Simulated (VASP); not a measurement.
Wanted: the native input for a VASP 6.6.1 run.

```yaml
Task: relaxation of cell and atoms
Functional: r2SCAN
Potentials_or_basis: VASP PAW PBE potentials, release 64 (Sb)
Cutoff: 600 eV
k_mesh: 11 × 11 × 3
Occupations: fermi-dirac, width 0.1 eV
Spin: no spin polarisation
Dipole_correction: no
Further_INCAR_settings: ALGO = Normal; EDIFF = 1e-06; IBRION = 2; EDIFFG = -0.01; NSW = 80; ISIF = 3
```

Sb:

```
Sb
1.0
     3.37496    0.00000    0.00000
    -1.68748    2.92280    0.00000
     0.00000    0.00000   11.02262
Sb
4
Direct
  0.00000 0.00000 0.00000
  0.00000 0.00000 0.50000
  0.33333 0.66667 0.25000
  0.66667 0.33333 0.75000
```

These files were run (other wordings do the same):

POSCAR

```
Sb
1.0
    3.3749600568      0.0000000000      0.0000000000
   -1.6874800284      2.9228011460      0.0000000000
    0.0000000000      0.0000000000     11.0226195456
Sb
4
Direct
    0.0000000000      0.0000000000      0.0000000000
    0.0000000000      0.0000000000      0.5000000000
    0.3333333333      0.6666666667      0.2500000000
    0.6666666667      0.3333333333      0.7500000000
```

INCAR.step1

```
PREC = Accurate ; ENCUT = 600
ISMEAR = -1 ; SIGMA = 0.1
LREAL = False ; LASPH = True
NELM = 60 ; GGA = PE
ALGO = Normal ; EDIFF = 1E-4
LWAVE = True ; LCHARG = False
```

INCAR.step2

```
PREC = Accurate ; ENCUT = 600
EDIFF = 1E-6 ; ISMEAR = -1
SIGMA = 0.1 ; LREAL = False
LASPH = True ; NELM = 60
ALGO = Normal ; ISIF = 3
LWAVE = False ; LCHARG = False
METAGGA = R2SCAN ; LMIXTAU = True
IBRION = 2 ; NSW = 80
EDIFFG = -0.01 ; ISTART = 1
```

KPOINTS

```
regular mesh
0
Gamma
  11 11 3
```

Potentials or basis: VASP PAW PBE potentials, release 64 (Sb).

Command:

```console
$ cat potpaw_PBE.64/Sb/POTCAR > POTCAR
$ cp INCAR.step1 INCAR
$ mpirun -np 1 vasp_std > vasp.out
$ cp INCAR.step2 INCAR
$ mpirun -np 1 vasp_std > vasp.out
```

Results of the run:

```yaml
Relaxed_volume: 27.07 Å³/atom
Relaxed_cell: a = 3.318 Å, b = 3.318 Å, c = 11.357 Å, α = 90.00°, β = 90.00°, γ = 120.00°
Space_group_after_relaxing_to_0.05_Å: P6_3/mmc (No. 194)
Energy_gained_by_relaxing: 5.8 meV/atom
Ionic_steps: 5
Pressure_after_relaxing: 0.0 GPa
Band_gap_on_the_k_mesh: zero (band 10 reaches 13.26 eV, above the bottom of band 11 at 5.94 eV)
```

Caveat: the PAW data sets were made with another functional, which shifts forces and pressure a little; spin-orbit coupling is left out, which moves the levels of the heavy elements.

Run time: 22 min on 1 thread of Oxide Virtual Turin-like Processor, with other jobs on the host, peak memory 0.27 GiB.
